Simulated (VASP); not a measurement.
# Ga3N4 in VASP: single point with PBE

Aim: the single point of Ga3N4 with PBE.

Everything below comes from runs of VASP 6.6.1. Logs are shortened: lines on timing, memory, paths and dates and some standing lists are left out, and cuts for length are marked.

## 1. The cell of the first run

The cell holds a slab with vacuum, 7 atoms: a = 3.217 Å, b = 3.217 Å, c = 21.220 Å, α = 90.00°, β = 90.00°, γ = 90.00°.

## 2. Single point, PBE, collinear spin

Contents of INCAR:

```
SYSTEM = Ga3N4
PREC = Accurate
ENCUT = 520
EDIFF = 1E-6
ISMEAR = 0
SIGMA = 0.05
LREAL = .False.
LASPH = .True.
NELM = 150
ALGO = Normal
ISIF = 2
LWAVE = .False.
LCHARG = .False.
ISPIN = 2
MAGMOM = 0 0 0 3 0 0 0
LORBIT = 11
LDIPOL = .True.
IDIPOL = 3
DIPOL = 0.5 0.5 0.351
GGA = PE
NBANDS = 42
```

Contents of KPOINTS:

```
regular mesh
0
Gamma
  8 8 1
  0 0 0
```

Contents of POSCAR:

```
Ga3N4
1.0
    3.2165072845      0.0000000000      0.0000000000
    0.0000000000      3.2165072845      0.0000000000
    0.0000000000      0.0000000000     21.2198072894
N Ga
4 3
Direct
    0.0000000000      0.5000000000      0.1885031257
    0.5000000000      0.0000000000      0.2956866680
    0.0000000000      0.5000000000      0.4029970640
    0.8750000000      0.5000000000      0.5251283216
    0.5000000000      0.5000000000      0.2420948968
    0.0000000000      0.0000000000      0.3470972838
    0.5000000000      0.5000000000      0.4580535137
```

Potentials or basis: VASP PAW PBE potentials, release 64 (N, Ga_d).

Launch:

```bash
> cat potpaw_PBE.64/N/POTCAR potpaw_PBE.64/Ga_d/POTCAR > POTCAR
> mpirun -np 1 vasp_std > vasp.out
```

OUTCAR:

```text
SYSTEM = Ga3N4
   PREC = Accurate
   ENCUT = 520
   EDIFF = 1E-6
   ISMEAR = 0
   LREAL = .False.
   LASPH = .True.
   NELM = 150
   ISIF = 2
   ISPIN = 2
   LORBIT = 11
   GGA = PE

 ion  position               nearest neighbor table
   1  0.000  0.500  0.189-   5 1.97   5 1.97
   2  0.500  0.000  0.296-   6 1.94   6 1.94   5 1.97   5 1.97
   3  0.000  0.500  0.403-   7 1.99   7 1.99   6 2.00   6 2.00
   4  0.875  0.500  0.525-   7 1.87
   5  0.500  0.500  0.242-   1 1.97   1 1.97   2 1.97   2 1.97
   6  0.000  0.000  0.347-   2 1.94   2 1.94   3 2.00   3 2.00
   7  0.500  0.500  0.458-   4 1.87   3 1.99   3 1.99

  LATTYP: Found a simple tetragonal cell.
 ALAT       =     3.2165072845
 C/A-ratio  =     6.5971581633

  Lattice vectors:

 A1 = (   3.2165072845,   0.0000000000,   0.0000000000)
 A2 = (   0.0000000000,   3.2165072845,   0.0000000000)
 A3 = (   0.0000000000,   0.0000000000,  21.2198072894)

Analysis of symmetry for initial positions (statically):
=====================================================================
 Subroutine PRICEL returns:
 Original cell was already a primitive cell.

 Routine SETGRP: Setting up the symmetry group for a
 simple tetragonal supercell.

 Subroutine GETGRP returns: Found  2 space group operations
 (whereof  2 operations were pure point group operations)
 out of a pool of 16 trial point group operations.

The static configuration has the point symmetry C_1h.

Analysis of symmetry for dynamics (positions and initial velocities):
=====================================================================
 Subroutine PRICEL returns:
 Original cell was already a primitive cell.

 Routine SETGRP: Setting up the symmetry group for a
 simple tetragonal supercell.

 Subroutine GETGRP returns: Found  2 space group operations
 (whereof  2 operations were pure point group operations)
 out of a pool of 16 trial point group operations.

The dynamic configuration has the point symmetry C_1h.

Analysis of structural, dynamic, and magnetic symmetry:
=====================================================================
 Subroutine PRICEL returns:
 Original cell was already a primitive cell.

 Routine SETGRP: Setting up the symmetry group for a
 simple tetragonal supercell.

 Subroutine GETGRP returns: Found  2 space group operations
 (whereof  2 operations were pure point group operations)
 out of a pool of 16 trial point group operations.

The overall configuration has the point symmetry C_1h.

 Subroutine INISYM returns: Found  2 space group operations
 (whereof  2 operations are pure point group operations),
 and found     1 'primitive' translations

----------------------------------------------------------------------------------------

                                     Primitive cell

  volume of cell :     219.5384

  direct lattice vectors                    reciprocal lattice vectors
     3.216507285  0.000000000  0.000000000     0.310896234  0.000000000  0.000000000
     0.000000000  3.216507285  0.000000000     0.000000000  0.310896234  0.000000000
     0.000000000  0.000000000 21.219807289     0.000000000  0.000000000  0.047125781

  length of vectors
     3.216507285  3.216507285 21.219807289     0.310896234  0.310896234  0.047125781

  position of ions in fractional coordinates (direct lattice)
     0.000000000  0.500000000  0.188503126
     0.500000000  0.000000000  0.295686668
     0.000000000  0.500000000  0.402997064
     0.875000000  0.500000000  0.525128322
     0.500000000  0.500000000  0.242094897
     0.000000000  0.000000000  0.347097284
     0.500000000  0.500000000  0.458053514

  ion indices of the primitive-cell ions
   primitive index   ion index
                 1           1
                 2           2
                 3           3
                 4           4
                 5           5
[... 56 lines left out ...]
   number of dos      NEDOS =    301   number of ions     NIONS =      7
   total plane-waves  NPLWV =  92160
   dimension x,y,z NGX =    24 NGY =   24 NGZ =  160
   dimension x,y,z NGXF=    48 NGYF=   48 NGZF=  320
   ions per type =               4   3
   NGX,Y,Z   is equivalent  to a cutoff of  12.40, 12.40, 12.54 a.u.
   NGXF,Y,Z  is equivalent  to a cutoff of  24.81, 24.81, 25.07 a.u.
 SYSTEM =  Ga3N4
   PREC   = accura    normal or accurate (medium, high low for compatibility)
   ISTART =      0    job   : 0-new  1-cont  2-samecut
   ICHARG =      2    charge: 1-file 2-atom 10-const
   ISPIN  =      2    spin polarized calculation?
   LNONCOLLINEAR =      F non collinear calculations
   LSORBIT =      F    spin-orbit coupling
   LASPH  =      T    aspherical Exc in radial PAW
   ENCUT  =  520.0 eV  38.22 Ry    6.18 a.u.   5.98  5.98 39.45*2*pi/ulx,y,z
   NELM   =    150;   NELMIN=  2; NELMDL= -5     # of ELM steps
   EDIFF  = 0.1E-05   stopping-criterion for ELM
   LREAL  =      F    real-space projection
   EDIFFG = 0.1E-04   stopping-criterion for IOM
   NSW    =      0    number of steps for IOM
   IBRION =     -1    ionic relax: 0-MD 1-quasi-New 2-CG
   NFREE  =      0    steps in history (QN), initial steepest desc. (CG)
   ISIF   =      2    stress and relaxation
   ISYM   =      2    0-nonsym 1-usesym 2-fastsym
   POTIM  = 0.5000    time-step for ionic-motion
   TEBEG  =    0.0;   TEEND  =   0.0 temperature during run
   PSTRESS=    0.0 pullay stress
   NELECT =      59.0000    total number of electrons
   NUPDOWN=      -1.0000    fix difference up-down
   EMIN   =  10.00;   EMAX   =-10.00  energy-range for DOS
   EFERMI =   0.00;   METHOD = LEGACY
   ISMEAR =     0;   SIGMA  =   0.05  broadening in eV -4-tet -1-fermi 0-gaus
   EFERMI_NEDOS =   21; number of points for ismear=-14 and -15
   IALGO  =     38    algorithm
   IMIX   =      4    mixing-type and parameters
     AMIX     =   0.40;   BMIX     =  1.00
     AMIX_MAG =   1.60;   BMIX_MAG =  1.00
  volume/ion in A,a.u.               =      31.36       211.65
  Fermi-wavevector in a.u.,A,eV,Ry     =   1.056466  1.996430 15.185726  1.116119
  Thomas-Fermi vector in A             =   2.191702
   LORBIT       =     11    0 simple, 1 ext, 2 COOP (PROOUT), +10 PAW based schemes
   GGA     = PE    functional components
   LHFCALC =     F    Hartree Fock is set to
   AEXX    =    0.0000 exact exchange contribution
   IVDW    =     0    specifies the selected vdW correction
   LEPSILON=     F    determine dielectric tensor
   LRPA    =     F    only Hartree local field effects (RPA)
 spin polarized calculation
 Gauss-broadening in eV      SIGMA  =   0.05
  energy-cutoff  :      520.00
  volume of cell :      219.54
 maximum number of plane-waves:      5966
   NGX = 11   NGY = 11   NGZ = 79

 dipolmoment           0.000000      0.000000      0.018667 electrons x Angstroem

 number of electron      59.0000024 magnetization       1.8629090

 dipolmoment           0.000000      0.000000     -0.044889 electrons x Angstroem

 Free energy of the ion-electron system (eV)
  ---------------------------------------------------
  ext. energy  EPLUGINS =         0.00000000
  ---------------------------------------------------
  free energy    TOTEN  =       -36.41930875 eV

  energy without entropy =      -36.41299547  energy(sigma->0) =      -36.41615211

 E-fermi :  -2.9583     XC(G=0):  -4.9920

 val. band max:       -2.9642469490   @ k =  -0.2500   0.3750   0.0000
 cond. band min:      -2.9492533820   @ k =  -0.1250   0.2500   0.0000
 fundamental gap:      0.0149935670
 Fermi energy:        -2.9582530690

 spin component 1

 k-point     1 :       0.0000    0.0000    0.0000
  band No.  band energies     occupation
      1     -19.3150      1.00000
      2     -18.7405      1.00000
      3     -17.8474      1.00000
      4     -17.3463      1.00000
      5     -17.3016      1.00000
      6     -17.2459      1.00000
[... 1045 lines left out ...]
     40       6.9750      0.00000
     41       7.8035      0.00000

 [... further k-points ...]

 spin component 2

 k-point     1 :       0.0000    0.0000    0.0000
  band No.  band energies     occupation
      1     -19.1300      1.00000
      2     -18.6165      1.00000
      3     -17.5304      1.00000
      4     -17.3465      1.00000
      5     -17.3098      1.00000
      6     -17.2445      1.00000
[... 1045 lines left out ...]
     40       7.1037      0.00000
     41       7.8321      0.00000

 [... further k-points ...]

 [bands above 41 left out]

------------------------ aborting loop because EDIFF is reached ----------------------------------------

 vacuum level on the upper side and lower side of the slab       (xc-potential included)        -0.380         0.388

  FORCE on cell =-STRESS in cart. coord.  units (eV):
  Direction    XX          YY          ZZ          XY          YZ          ZX
  --------------------------------------------------------------------------------------
  -------------------------------------------------------------------------------------
  Total       -1.4337975     -0.7649998     -0.3669366      0.0000000      0.0000000     -0.7577271
  in kB      -10.4637630     -5.5829202     -2.6778801      0.0000000      0.0000000     -5.5298444
  external PRESSURE =      -6.2415211 kB  Pullay stress =       0.0000000 kB

 VOLUME and BASIS-vectors are now :
 -----------------------------------------------------------------------------
  energy-cutoff  :      520.00
  volume of cell :      219.54
      direct lattice vectors                 reciprocal lattice vectors
     3.216507285  0.000000000  0.000000000     0.310896234  0.000000000  0.000000000
     0.000000000  3.216507285  0.000000000     0.000000000  0.310896234  0.000000000
     0.000000000  0.000000000 21.219807289     0.000000000  0.000000000  0.047125781

 POSITION                                       TOTAL-FORCE (eV/Angst)
 -----------------------------------------------------------------------------------
      0.00000      1.60825      4.00000         0.010961      0.000000      1.577191
      1.60825      0.00000      6.27441         0.064003      0.000000      0.546907
      0.00000      1.60825      8.55152         0.669997      0.000000     -0.550829
      2.81444      1.60825     11.14312         0.249987      0.000000      0.028898
      1.60825      1.60825      5.13721        -0.022762      0.000000     -2.237502
      0.00000      0.00000      7.36534         0.064808      0.000000      0.145885
      1.60825      1.60825      9.71981        -1.036994      0.000000      0.489450
 -----------------------------------------------------------------------------------
    total drift:                               -0.000081     -0.000000      0.000777

  FREE ENERGIE OF THE ION-ELECTRON SYSTEM (eV)
  ---------------------------------------------------
  free  energy   TOTEN  =       -36.4193087549 eV

  energy  without entropy=      -36.4129954720  energy(sigma->0) =      -36.41615211

 vacuum level on the upper side and lower side of the slab         4.338         5.123

 total charge

# of ion       s       p       d       tot
------------------------------------------
    1        1.312   2.153   0.000   3.465
    2        1.238   2.484   0.000   3.722
    3        1.245   2.441   0.000   3.687
    4        1.338   2.089   0.000   3.426
    5        0.794   0.865  10.142  11.800
    6        0.793   0.856  10.158  11.807
    7        0.852   0.769  10.094  11.715
--------------------------------------------------
tot          7.572  11.657  30.394  49.623

 magnetization (x)

# of ion       s       p       d       tot
------------------------------------------
    1        0.008   0.121   0.000   0.129
    2        0.002   0.057   0.000   0.059
    3        0.007   0.076   0.000   0.083
    4        0.027   1.051   0.000   1.077
    5       -0.000   0.005   0.014   0.019
    6       -0.003   0.008   0.005   0.011
    7       -0.031  -0.038   0.034  -0.035
--------------------------------------------------
tot          0.009   1.280   0.054   1.343
```

Wall time 26 min (1 thread of Intel Xeon Platinum 8375C at 2.90GHz (Ice Lake), shared host); peak memory 0.57 GiB.

What came out:

- Free energy: -36.4193 eV
- Largest force: 2.238 eV/Å
- Net moment: 1.86 μB per cell
- Site moments: N +0.13, +0.06, +0.08, +1.08; Ga +0.02, +0.01, -0.04 μB
- Valence electrons inside the program's atomic spheres: N 3.46, 3.72, 3.69, 3.43; Ga 11.80, 11.81, 11.71

Forces on the atoms (eV/Å):
```
N    0.011  0.000  1.577
N    0.064  0.000  0.547
N    0.670  0.000 -0.551
N    0.250  0.000  0.029
Ga  -0.023  0.000 -2.238
Ga   0.065  0.000  0.146
Ga  -1.037  0.000  0.489
```
